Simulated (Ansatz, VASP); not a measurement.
**LaTl3: VASP beside Ansatz**

```
La Tl
1.0
     4.79900   -0.04799   -0.04799
    -0.04799    4.79900   -0.04799
    -0.04799   -0.04799    4.79900
La Tl
1 3
Direct
  0.00000 0.00000 0.00000
  0.00000 0.50000 0.50000
  0.50000 0.00000 0.50000
  0.50000 0.50000 0.00000
```

Change from the starting cell: equal xy, yz and zx shear strains of -2 %, crystal datasets.

Alike in both runs: task electric field gradients; functional PBEsol; k mesh 8 × 8 × 8; occupations fermi-dirac, width 0.05 eV; no spin polarisation.

|  | VASP | Ansatz |
| --- | --- | --- |
| version | VASP 6.6.1 | Ansatz 0.2.0 |
| potentials or method | VASP PAW PBE potentials, release 64 (La, Tl_d), cutoff 400 eV | all-electron PAW with datasets made for the crystal, scalar-relativistic |

VASP gave:

* pressure (GPa): -0.2
* traceless stress, the component that is largest in VASP (GPa): 0.63
* size of Vzz on the site where it differs most (V/Å²): 263.5

Problem. What did Ansatz give for the same quantities?

Solution. Pressure (GPa): -0.1; traceless stress, the component that is largest in VASP (GPa): 0.63; size of Vzz on the site where it differs most (V/Å²): 256.1.

VASP's potentials were made for PBE, not for PBEsol. Ansatz ran all-electron here, and VASP with PAW potentials.

Neither program's run includes spin-orbit coupling.
